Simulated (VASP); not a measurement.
Set up this calculation in VASP 6.6.1, as the native input.

- Task: single point
- Functional: PBE
- Potentials or basis: VASP PAW PBE potentials, release 64 (Si, C)
- Cutoff: 520 eV
- k mesh: 8 × 8 × 8
- Occupations: gaussian, width 0.1 eV
- Spin: no spin polarisation
- Dipole correction: no
- Further INCAR settings: ALGO = Normal; EDIFF = 1e-06; NBANDS = 13

The structure of Si2C lies in POSCAR:

```
Si2C
1.0
   -1.5147474627      1.5147474627      4.4789084269
    1.5147474627     -1.5147474627      4.4789084269
    1.5147474627      1.5147474627     -4.4789084269
Si C
2 1
Direct
    0.3730238070      0.3730238070      0.0000000000
    0.6269761930      0.6269761930      0.0000000000
    0.7500000000      0.2500000000      0.5000000000
```

The cell was built from a structure type or drawn by symmetry, and may not be a known phase.

These files were run (other wordings do the same):

INCAR

```
SYSTEM = Si2C
PREC = Accurate
ENCUT = 520
EDIFF = 1E-6
ISMEAR = 0
SIGMA = 0.1
LREAL = .FALSE.
LASPH = .TRUE.
NELM = 60
ALGO = Normal
ISIF = 2
LWAVE = .FALSE.
LCHARG = .FALSE.
GGA = PE
NBANDS = 13
```

KPOINTS

```
Automatic mesh
0
G
  8 8 8
  0 0 0
```

Potentials or basis: VASP PAW PBE potentials, release 64 (Si, C).

The run is started by

```sh
$ cat potpaw_PBE.64/Si/POTCAR potpaw_PBE.64/C/POTCAR > POTCAR
$ mpirun -np 1 vasp_std > vasp.out
```

Results of the run:

```
Pressure               : 0.0 GPa
Band gap on the k mesh : zero (bands 6 and 7 overlap by 2.91 eV)
```

Run time: 61 s on 1 thread of Intel(R) Xeon(R) Platinum 8259CL CPU @ 2.50GHz (Skylake/Cascade Lake), with other jobs on the host, peak memory 0.23 GiB.
